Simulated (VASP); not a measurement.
Here is a VASP 6.6.1 calculation.

File POSCAR:

```
C
1.0
    2.5504632676      0.0000000000      0.0000000000
   -1.2752316338      2.2087659812      0.0000000000
    0.0000000000      0.0000000000      7.2805291040
C
4
Direct
    1.0000000000      1.0000000000      0.2500000000
    0.0000000000      0.0000000000      0.7500000000
    0.3333333333      0.6666666667      0.2500000000
    0.6666666667      0.3333333333      0.7500000000
```

The input INCAR.step1:

```
SYSTEM = C
PREC = Accurate ; ENCUT = 520
ISMEAR = -1 ; SIGMA = 0.05
LREAL = .FALSE. ; LASPH = .TRUE.
NELM = 100 ; NBANDS = 16
GGA = PE ; ALGO = Normal
EDIFF = 1E-4 ; LWAVE = .TRUE.
LCHARG = .FALSE.
```

INCAR.step2

```
SYSTEM = C
PREC = Accurate ; ENCUT = 520
EDIFF = 1E-6 ; ISMEAR = -1
SIGMA = 0.05 ; LREAL = .FALSE.
LASPH = .TRUE. ; NELM = 100
ALGO = Normal ; ISIF = 2
LWAVE = .FALSE. ; LCHARG = .FALSE.
METAGGA = R2SCAN ; LMIXTAU = .TRUE.
NBANDS = 16 ; ISTART = 1
```

File KPOINTS:

```
regular mesh
0
G
  14 14 4
  0 0 0
```

Potentials or basis: VASP PAW PBE potentials, release 64 (C).

Launch:

```sh
$ cat potpaw_PBE.64/C/POTCAR > POTCAR
$ cp INCAR.step1 INCAR
$ mpirun -np 1 vasp_std > vasp.out
$ cp INCAR.step2 INCAR
$ mpirun -np 1 vasp_std > vasp.out
```

Problem. Estimate the band gap on the k mesh.

Solution. 0.96 eV, direct.

Problem. Estimate the pressure.

Solution. -24.9 GPa.

Stress tensor (GPa, compression positive):
```
-37.14   0.00   0.00
  0.00 -37.14   0.00
  0.00   0.00  -0.48
```

Caveat: the PAW data sets were made with another functional, which shifts forces and pressure a little. A k mesh can miss the band edges.
